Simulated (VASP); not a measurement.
# H (I4/mmm) in VASP: notebook

Runs on H. Level: r2SCAN. Tasks: single point, relaxation of cell and atoms.

All numbers are computed with VASP 6.6.1; they aren't measurements. Logs are shortened: lines on timing, memory, paths and dates and some standing lists are left out, and cuts for length are marked.

### Step 1. The cell of the first run

The structure is tetragonal, space group I4/mmm (No. 139). Conventional cell: a = 3.650 Å, b = 3.650 Å, c = 4.680 Å, α = 90.00°, β = 90.00°, γ = 90.00°. Within 1.0 Å of H (site symmetry 4mm) lie 1 H at 0.74 Å.

### Step 2. Single point, r2SCAN

File POSCAR:

```
H
1.0
   -1.8248646582      1.8248646582      2.3402374003
    1.8248646582     -1.8248646582      2.3402374003
    1.8248646582      1.8248646582     -2.3402374003
H
2
Direct
    0.9207517680      0.9207517680      0.0000000000
    0.0792482320      0.0792482320      0.0000000000
```

File INCAR.step1:

```
SYSTEM = H
PREC = Accurate
ENCUT = 520
ISMEAR = 0
SIGMA = 0.02
LREAL = .False.
LASPH = .True.
NELM = 100
NBANDS = 8
GGA = PE
ALGO = Normal
EDIFF = 1E-4
LWAVE = .True.
LCHARG = .False.
```

File INCAR.step2:

```
SYSTEM = H
PREC = Accurate
ENCUT = 520
EDIFF = 1E-6
ISMEAR = 0
SIGMA = 0.02
LREAL = .False.
LASPH = .True.
NELM = 100
ALGO = Normal
ISIF = 2
LWAVE = .False.
LCHARG = .False.
METAGGA = R2SCAN
LMIXTAU = .True.
NBANDS = 8
ISTART = 1
```

File KPOINTS:

```
regular mesh
0
Gamma
  10 10 10
  0 0 0
```

Potentials or basis: VASP PAW PBE potentials, release 64 (H).

On the command line:

```bash
$ cat potpaw_PBE.64/H/POTCAR > POTCAR
$ cp INCAR.step1 INCAR
$ mpirun -np 1 vasp_std > vasp.out
$ cp INCAR.step2 INCAR
$ mpirun -np 1 vasp_std > vasp.out
```

OUTCAR:

```text
SYSTEM = H
   PREC = Accurate
   ENCUT = 520
   EDIFF = 1E-6
   ISMEAR = 0
   LREAL = .False.
   LASPH = .True.
   NELM = 100
   ISIF = 2
   METAGGA = R2SCAN
   ISTART = 1

 ion  position               nearest neighbor table
   1  0.921  0.921  0.000-   2 0.74
   2  0.079  0.079  0.000-   1 0.74

  LATTYP: Found a body centered tetragonal cell.
 ALAT       =     3.6497293164
 C/A-ratio  =     1.2824169671

  Lattice vectors:

 A1 = (  -1.8248646582,   1.8248646582,   2.3402374003)
 A2 = (   1.8248646582,  -1.8248646582,   2.3402374003)
 A3 = (   1.8248646582,   1.8248646582,  -2.3402374003)

Analysis of symmetry for initial positions (statically):
=====================================================================
 Subroutine PRICEL returns:
 Original cell was already a primitive cell.

 Routine SETGRP: Setting up the symmetry group for a
 body centered tetragonal supercell.

 Subroutine GETGRP returns: Found 16 space group operations
 (whereof 16 operations were pure point group operations)
 out of a pool of 16 trial point group operations.

The static configuration has the point symmetry D_4h.

Analysis of symmetry for dynamics (positions and initial velocities):
=====================================================================
 Subroutine PRICEL returns:
 Original cell was already a primitive cell.

 Routine SETGRP: Setting up the symmetry group for a
 body centered tetragonal supercell.

 Subroutine GETGRP returns: Found 16 space group operations
 (whereof 16 operations were pure point group operations)
 out of a pool of 16 trial point group operations.

The dynamic configuration has the point symmetry D_4h.

 Subroutine INISYM returns: Found 16 space group operations
 (whereof 16 operations are pure point group operations),
 and found     1 'primitive' translations

----------------------------------------------------------------------------------------

                                     Primitive cell

  volume of cell :      31.1732

  direct lattice vectors                    reciprocal lattice vectors
    -1.824864658  1.824864658  2.340237400     0.000000000  0.273992922  0.213653538
     1.824864658 -1.824864658  2.340237400     0.273992922  0.000000000  0.213653538
     1.824864658  1.824864658 -2.340237400     0.273992922  0.273992922  0.000000000

  length of vectors
     3.483815887  3.483815887  3.483815887     0.347447774  0.347447774  0.387484506

  position of ions in fractional coordinates (direct lattice)
     0.920751768  0.920751768  0.000000000
     0.079248232  0.079248232  0.000000000

  ion indices of the primitive-cell ions
   primitive index   ion index
                 1           1
                 2           2

----------------------------------------------------------------------------------------

 KPOINTS: regular mesh

Automatic generation of k-mesh.
 Grid dimensions read from file:
 generate k-points for:   10   10   10

 Generating k-lattice:

  Cartesian coordinates                     Fractional coordinates (reciprocal lattice)
     0.000000000  0.027399292  0.021365354     0.100000000  0.000000000 -0.000000000
     0.027399292  0.000000000  0.021365354     0.000000000  0.100000000 -0.000000000
     0.027399292  0.027399292  0.000000000     0.000000000  0.000000000  0.100000000

  Length of vectors
     0.034744777  0.034744777  0.038748451

  Shift w.r.t. Gamma in fractional coordinates (k-lattice)
     0.000000000  0.000000000  0.000000000

 Subroutine IBZKPT returns following result:
 ===========================================

 Found    102 irreducible k-points:

 Following reciprocal coordinates:
            Coordinates               Weight
  0.000000  0.000000  0.000000      1.000000
  0.100000  0.000000 -0.000000      8.000000
  0.200000  0.000000 -0.000000      8.000000
  0.300000  0.000000  0.000000      8.000000
  0.400000  0.000000  0.000000      8.000000
  0.500000  0.000000 -0.000000      4.000000
[... 16 lines left out ...]
  0.300000  0.300000 -0.000000      8.000000
  0.400000  0.300000 -0.000000     16.000000
 [... further k-points ...]
   k-points           NKPTS =    102   k-points in BZ     NKDIM =    102   number of bands    NBANDS=      8
   number of dos      NEDOS =    301   number of ions     NIONS =      2
   total plane-waves  NPLWV =  21952
   dimension x,y,z NGX =    28 NGY =   28 NGZ =   28
   dimension x,y,z NGXF=    56 NGYF=   56 NGZF=   56
   ions per type =               2
   NGX,Y,Z   is equivalent  to a cutoff of  13.36, 13.36, 13.36 a.u.
   NGXF,Y,Z  is equivalent  to a cutoff of  26.72, 26.72, 26.72 a.u.
 SYSTEM =  H
   PREC   = accura    normal or accurate (medium, high low for compatibility)
   ISTART =      1    job   : 0-new  1-cont  2-samecut
   ICHARG =      0    charge: 1-file 2-atom 10-const
   ISPIN  =      1    spin polarized calculation?
   LNONCOLLINEAR =      F non collinear calculations
   LSORBIT =      F    spin-orbit coupling
   LASPH  =      T    aspherical Exc in radial PAW
   ENCUT  =  520.0 eV  38.22 Ry    6.18 a.u.   6.48  6.48  6.48*2*pi/ulx,y,z
   NELM   =    100;   NELMIN=  2; NELMDL=  0     # of ELM steps
   EDIFF  = 0.1E-05   stopping-criterion for ELM
   LREAL  =      F    real-space projection
   EDIFFG = 0.1E-04   stopping-criterion for IOM
   NSW    =      0    number of steps for IOM
   IBRION =     -1    ionic relax: 0-MD 1-quasi-New 2-CG
   NFREE  =      0    steps in history (QN), initial steepest desc. (CG)
   ISIF   =      2    stress and relaxation
   ISYM   =      2    0-nonsym 1-usesym 2-fastsym
   POTIM  = 0.5000    time-step for ionic-motion
   TEBEG  =    0.0;   TEEND  =   0.0 temperature during run
   PSTRESS=    0.0 pullay stress
   NELECT =       2.0000    total number of electrons
   NUPDOWN=      -1.0000    fix difference up-down
   EMIN   =  10.00;   EMAX   =-10.00  energy-range for DOS
   EFERMI =   0.00;   METHOD = LEGACY
   ISMEAR =     0;   SIGMA  =   0.02  broadening in eV -4-tet -1-fermi 0-gaus
   EFERMI_NEDOS =   21; number of points for ismear=-14 and -15
   IALGO  =     38    algorithm
   IMIX   =      4    mixing-type and parameters
     AMIX     =   0.40;   BMIX     =  1.00
     AMIX_MAG =   1.60;   BMIX_MAG =  1.00
  volume/ion in A,a.u.               =      15.59       105.18
  Fermi-wavevector in a.u.,A,eV,Ry     =   0.655377  1.238483  5.843958  0.429519
  Thomas-Fermi vector in A             =   1.726233
   LORBIT       =      0    0 simple, 1 ext, 2 COOP (PROOUT), +10 PAW based schemes
   METAGGA = R2SCAN    functional components
   LHFCALC =     F    Hartree Fock is set to
   AEXX    =    0.0000 exact exchange contribution
   IVDW    =     0    specifies the selected vdW correction
   LEPSILON=     F    determine dielectric tensor
   LRPA    =     F    only Hartree local field effects (RPA)
 non-spin polarized calculation
 Gauss-broadening in eV      SIGMA  =   0.02
  energy-cutoff  :      520.00
  volume of cell :       31.17
 maximum number of plane-waves:       861
 NGX is ok and might be reduce to    28
   NGX = 13   NGY = 13   NGZ = 13

 number of electron       2.0000000 magnetization

 Free energy of the ion-electron system (eV)
  ---------------------------------------------------
  ext. energy  EPLUGINS =         0.00000000
  ---------------------------------------------------
  free energy    TOTEN  =        -6.90591798 eV

  energy without entropy =       -6.90591798  energy(sigma->0) =       -6.90591798

 E-fermi :  -9.2902     XC(G=0):  -4.4593

 val. band max:       -9.3675148241   @ k =   0.5000   0.5000   0.5000
 cond. band min:       0.9324505231   @ k =   0.5000   0.0000  -0.0000
 fundamental gap:     10.2999653471
 Fermi energy:        -9.2901930393

 k-point     1 :       0.0000    0.0000    0.0000
  band No.  band energies     occupation
      1     -10.7366      2.00000
      2       4.0516      0.00000
      3       7.3958      0.00000
      4      12.8762      0.00000
      5      12.8762      0.00000
      6      15.6968      0.00000
      7      15.6968      0.00000
      8      16.6414      0.00000

 k-point     2 :       0.1000    0.0000   -0.0000
  band No.  band energies     occupation
      1     -10.6595      2.00000
      2       3.6821      0.00000
      3       7.5437      0.00000
      4      12.1177      0.00000
      5      12.4379      0.00000
      6      15.2984      0.00000
      7      16.1907      0.00000
      8      16.5440      0.00000

 k-point     3 :       0.2000    0.0000   -0.0000
  band No.  band energies     occupation
      1     -10.4489      2.00000
      2       2.8388      0.00000
      3       7.7755      0.00000
      4      10.6132      0.00000
      5      11.7221      0.00000
      6      15.8795      0.00000
      7      16.0170      0.00000
      8      16.2098      0.00000

 k-point     4 :       0.3000    0.0000    0.0000
  band No.  band energies     occupation
      1     -10.1665      2.00000
      2       1.9120      0.00000
      3       7.8609      0.00000
      4       9.4539      0.00000
      5      11.1577      0.00000
      6      14.8753      0.00000
      7      15.3118      0.00000
      8      16.9275      0.00000

 k-point     5 :       0.4000    0.0000    0.0000
  band No.  band energies     occupation
      1      -9.9163      2.00000
      2       1.2006      0.00000
      3       7.7475      0.00000
      4       8.9075      0.00000
      5      10.8221      0.00000
      6      14.1780      0.00000
      7      14.9509      0.00000
      8      15.9221      0.00000
[... 177 lines left out ...]
 k-point    22 :      -0.2000    0.2000    0.0000
  band No.  band energies     occupation
      1     -10.3915      2.00000
      2       3.3326      0.00000
      3       6.3005      0.00000
      4      10.8647      0.00000
      5      12.0520      0.00000
      6      12.5021      0.00000
      7      15.2945      0.00000
      8      18.1549      0.00000

 k-point    23 :       0.3000    0.3000   -0.0000
  band No.  band energies     occupation
      1      -9.6869      2.00000
      2       1.7598      0.00000
      3       4.6657      0.00000
      4       8.2957      0.00000
      5      10.1699      0.00000
      6      14.8380      0.00000
      7      17.4150      0.00000
      8      18.5193      0.00000

 k-point    24 :       0.4000    0.3000   -0.0000
  band No.  band energies     occupation
      1      -9.6397      2.00000
      2       2.2171      0.00000
      3       4.0477      0.00000
      4       7.9568      0.00000
      5       9.4079      0.00000
      6      15.7229      0.00000
      7      16.7284      0.00000
      8      18.7411      0.00000

 [... further k-points ...]
[... 5 lines left out ...]
  --------------------------------------------------------------------------------------
  -------------------------------------------------------------------------------------
  Total       -0.0257252     -0.0257252     -0.0279515      0.0000000      0.0000000      0.0000000
  in kB       -1.3221723     -1.3221723     -1.4365979      0.0000000      0.0000000      0.0000000
  external PRESSURE =      -1.3603142 kB  Pullay stress =       0.0000000 kB

 VOLUME and BASIS-vectors are now :
 -----------------------------------------------------------------------------
  energy-cutoff  :      520.00
  volume of cell :       31.17
      direct lattice vectors                 reciprocal lattice vectors
    -1.824864658  1.824864658  2.340237400     0.000000000  0.273992922  0.213653538
     1.824864658 -1.824864658  2.340237400     0.273992922  0.000000000  0.213653538
     1.824864658  1.824864658 -2.340237400     0.273992922  0.273992922  0.000000000

 POSITION                                       TOTAL-FORCE (eV/Angst)
 -----------------------------------------------------------------------------------
      0.00000      0.00000      4.30956        -0.000000     -0.000000     -0.005537
      0.00000      0.00000      0.37092         0.000000      0.000000      0.005537
 -----------------------------------------------------------------------------------
    total drift:                                0.000000      0.000000     -0.000000

  FREE ENERGIE OF THE ION-ELECTRON SYSTEM (eV)
  ---------------------------------------------------
  free  energy   TOTEN  =        -6.9059179835 eV

  energy  without entropy=       -6.9059179835  energy(sigma->0) =       -6.90591798
```

It took 71 s on 1 thread of AMD EPYC 9R45 (Zen 5), shared host; peak memory 0.13 GiB.

What came out:

| Item | Value |
| --- | --- |
| Free energy | -6.9059 eV |
| Pressure | -0.1 GPa |
| Largest force | 0.006 eV/Å |
| Band gap on the k mesh | 10.30 eV, indirect (least direct gap 10.75 eV) |

Forces on the atoms (eV/Å):
```
H    0.000  0.000 -0.006
H    0.000  0.000  0.006
```

Caveat: the PAW data sets were made with another functional, which shifts forces and pressure a little. A k mesh can miss the band edges.

### Step 3. Single point, r2SCAN (volume scaled by 1.03, then relaxed in part)

File POSCAR:

```
H
1.0
   -1.8428368865      1.8428368865      2.3636581617
    1.8428368865     -1.8428368865      2.3636581617
    1.8428368865      1.8428368865     -2.3636581617
H
2
Direct
    0.9215145897      0.9215145897      0.0000000000
    0.0784854103      0.0784854103      0.0000000000
```

INCAR.step1 is that of step 2.

INCAR.step2 is that of step 2.

File KPOINTS:

```
Automatic mesh
0
Gamma
  10 10 10
  0 0 0
```

Potentials or basis: VASP PAW PBE potentials, release 64 (H).

On the command line:

```bash
$ cat potpaw_PBE.64/H/POTCAR > POTCAR
$ cp INCAR.step1 INCAR
$ mpirun -np 1 vasp_std > vasp.out
$ cp INCAR.step2 INCAR
$ mpirun -np 1 vasp_std > vasp.out
```

It took 70 s on 1 thread of AMD EPYC 9R45 (Zen 5), shared host; peak memory 0.13 GiB.

It converged, with:

* Free energy: -6.9060 eV
* Pressure: -0.1 GPa
* Largest force: 0.003 eV/Å
* Band gap on the k mesh: 10.35 eV, indirect (least direct gap 10.77 eV)

Forces in eV/Å, atoms in the order of the input:
```
H    0.000  0.000  0.003
H    0.000  0.000 -0.003
```

Levels at points of the mesh, in eV from the valence-band top:
| k point | band 1 | band 2 | band 3 | band 4 |
| --- | --- | --- | --- | --- |
| (0.00, 0.00, 0.00) | -1.29 | 13.31 | 16.64 | 22.02 |
| (0.50, 0.00, 0.00) | -0.42 | 10.35 | 16.89 | 18.01 |
| (0.50, 0.50, 0.00) | -0.27 | 12.02 | 14.22 | 16.32 |
| (0.50, 0.50, 0.50) | 0.00 | 10.92 | 15.98 | 16.68 |

Caveat: the PAW data sets were made with another functional, which shifts forces and pressure a little. A k mesh can miss the band edges.

### Step 4. Single point, r2SCAN

File POSCAR:

```
H
1.0
   -1.8249285286      1.8249285286      2.3402145303
    1.8249285286     -1.8249285286      2.3402145303
    1.8249285286      1.8249285286     -2.3402145303
H
2
Direct
    0.9207508993      0.9207508993      0.0000000000
    0.0792491007      0.0792491007      0.0000000000
```

File INCAR.step1:

```
PREC = Accurate
ENCUT = 520
ISMEAR = 0
SIGMA = 0.02
LREAL = False
LASPH = True
NELM = 100
NBANDS = 8
GGA = PE
ALGO = Normal
EDIFF = 1E-4
LWAVE = True
LCHARG = False
```

File INCAR.step2:

```
PREC = Accurate
ENCUT = 520
EDIFF = 1E-6
ISMEAR = 0
SIGMA = 0.02
LREAL = False
LASPH = True
NELM = 100
ALGO = Normal
ISIF = 2
LWAVE = False
LCHARG = False
METAGGA = R2SCAN
LMIXTAU = True
NBANDS = 8
ISTART = 1
```

File KPOINTS:

```
Automatic mesh
0
Gamma
  10 10 10
```

On the command line:

```bash
$ cat potpaw_PBE.64/H/POTCAR > POTCAR
$ cp INCAR.step1 INCAR
$ mpirun -np 1 vasp_std > vasp.out
$ cp INCAR.step2 INCAR
$ mpirun -np 1 vasp_std > vasp.out
```

Run time: 64 s. Hardware: 1 thread of AMD EPYC 9R45 (Zen 5), shared host; peak memory 0.13 GiB.

Results (log left out):

```yaml
Free_energy: -6.9059 eV
Pressure: -0.1 GPa
Largest_force: 0.006 eV/Å
Band_gap_on_the_k_mesh: 10.30 eV, indirect (least direct gap 10.75 eV)
```

Forces on the atoms (eV/Å):
```
H    0.000  0.000 -0.006
H    0.000  0.000  0.006
```

Levels at points of the mesh, in eV from the valence-band top:
```
           k point  band 1  band 2  band 3  band 4
(0.00, 0.00, 0.00)   -1.37   13.42   16.76   22.24
(0.50, 0.00, 0.00)   -0.45   10.30   17.02   18.15
(0.50, 0.50, 0.00)   -0.28   12.00   14.28   16.40
(0.50, 0.50, 0.50)    0.00   10.89   16.03   16.77
```

Caveat: the PAW data sets were made with another functional, which shifts forces and pressure a little.

[end of part 1 of 2]
